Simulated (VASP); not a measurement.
Write the native input for VASP 6.6.1 that does the following.

| Quantity | Value |
| --- | --- |
| Task | single point |
| Functional | LDA |
| Potentials or basis | VASP PAW LDA potentials, release 64 (C, O) |
| Cutoff | 520 eV |
| k mesh | 6 × 6 × 6 |
| Occupations | gaussian, width 0.01 eV |
| Spin | no spin polarisation |
| Dipole correction | no |
| Further INCAR settings | ALGO = Normal; EDIFF = 1e-07; NBANDS = 25 |

The structure of CO2 lies in POSCAR:

```
CO2
1.0
   -1.9747300000      1.9747300000      3.0140600000
    1.9747300000     -1.9747300000      3.0140600000
    1.9747300000      1.9747300000     -3.0140600000
C O
2 4
Direct
    0.7500000000      0.2500000000      0.5000000000
    0.0000000000      0.0000000000      0.0000000000
    0.7098000000      0.1250000000      0.0848000000
    0.0402000000      0.6250000000      0.9152000000
    0.3750000000      0.2902000000      0.4152000000
    0.8750000000      0.9598000000      0.5848000000
```

These files were run (other wordings do the same):

INCAR

```
PREC     = Accurate       # precision mode
ENCUT    = 520            # plane-wave cutoff, eV
EDIFF    = 1E-7           # SCF threshold, eV
ISMEAR   = 0              # smearing method
SIGMA    = 0.01           # smearing width, eV
LREAL    = F              # projectors in reciprocal space
LASPH    = T              # aspherical terms in the spheres
NELM     = 60             # most SCF steps
ALGO     = Normal         # electronic algorithm
ISIF     = 2              # what is computed and relaxed
LWAVE    = F              # write WAVECAR
LCHARG   = F              # write CHGCAR
NBANDS   = 25             # bands
```

KPOINTS

```
Automatic mesh
0
Gamma
  6 6 6
```

Potentials or basis: VASP PAW LDA potentials, release 64 (C, O).

Run with:

```sh
$ cat potpaw_LDA.64/C/POTCAR potpaw_LDA.64/O/POTCAR > POTCAR
$ mpirun -np 1 vasp_std > vasp.out
```

Results of the run:

| Quantity | Value |
| --- | --- |
| Pressure | -11.8 GPa |
| Largest force | 0.420 eV/Å |
| Band gap on the k mesh | 7.38 eV, indirect (least direct gap 7.89 eV) |

Run time: 21 s on 1 thread of Intel(R) Xeon(R) Platinum 8488C (Sapphire Rapids), on a shared host, peak memory 0.15 GiB.
